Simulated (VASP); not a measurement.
ZnCu, 2 atoms in the cell. The structure is cubic, space group Pm-3m (No. 221). The conventional cell has a = 2.905 Å, b = 2.905 Å, c = 2.905 Å, α = 90.00°, β = 90.00°, γ = 90.00°. Zn (site symmetry m-3m) has 8 Cu at 2.52 Å and 6 Zn at 2.91 Å within 3.3 Å. Cu (site symmetry m-3m) has 8 Zn at 2.52 Å and 6 Cu at 2.91 Å within 3.3 Å.  This cell differs from its parent crystal: volume scaled by 0.96.

- Program: VASP 6.6.1
- Task: electric field gradients
- Functional: PBEsol
- Potentials or basis: VASP PAW PBE potentials, release 64 (Zn, Cu)
- Cutoff: 520 eV
- k mesh: 14 × 14 × 14
- Occupations: fermi-dirac, width 0.05 eV
- Spin: no spin polarisation
- Dipole correction: no
- Further INCAR settings: ALGO = Normal; EDIFF = 1e-08; NBANDS = 18

Potentials or basis: VASP PAW PBE potentials, release 64 (Zn, Cu).

Command:

```bash
$ cat potpaw_PBE.64/Zn/POTCAR potpaw_PBE.64/Cu/POTCAR > POTCAR
$ mpirun -np 1 vasp_std > vasp.out
```

Hardware: 1 thread of Intel Xeon 6975P-C, with other jobs on the host.

**Question.** How long does it take, and how much memory?

**Answer.** Run time: 28 s on 1 thread of Intel Xeon 6975P-C, with other jobs on the host, peak memory 0.18 GiB. Counts: scf iterations 16, k points 120.
